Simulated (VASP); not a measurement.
Input of a VASP 6.6.1 run:

The input INCAR:

```
PREC = Accurate
ENCUT = 520
EDIFF = 1E-6
ISMEAR = -1
SIGMA = 0.08
LREAL = F
LASPH = T
NELM = 80
ALGO = Normal
ISIF = 2
LWAVE = F
LCHARG = T
LELF = T
LVHAR = T
NBANDS = 18
```

Contents of KPOINTS:

```
Automatic mesh
0
Gamma
  13 13 7
```

The input POSCAR:

```
Y
1.0
    3.5565453224      0.0000000000      0.0000000000
   -1.7782726612      3.0800585989      0.0000000000
    0.0000000000      0.0000000000      5.5535857058
Y
2
Direct
    0.3333333333      0.6666666667      0.2500000000
    0.6666666667      0.3333333333      0.7500000000
```

Potentials or basis: VASP PAW LDA potentials, release 64 (Y_sv).

Run with:

```bash
$ cat potpaw_LDA.64/Y_sv/POTCAR > POTCAR
$ mpirun -np 1 vasp_std > vasp.out
```

(1) Estimate the pressure.

(2) Predict the band gap on the k mesh.

Results:

(1) -0.8 GPa.

(2) zero (bands 11 and 12 overlap by 1.69 eV).
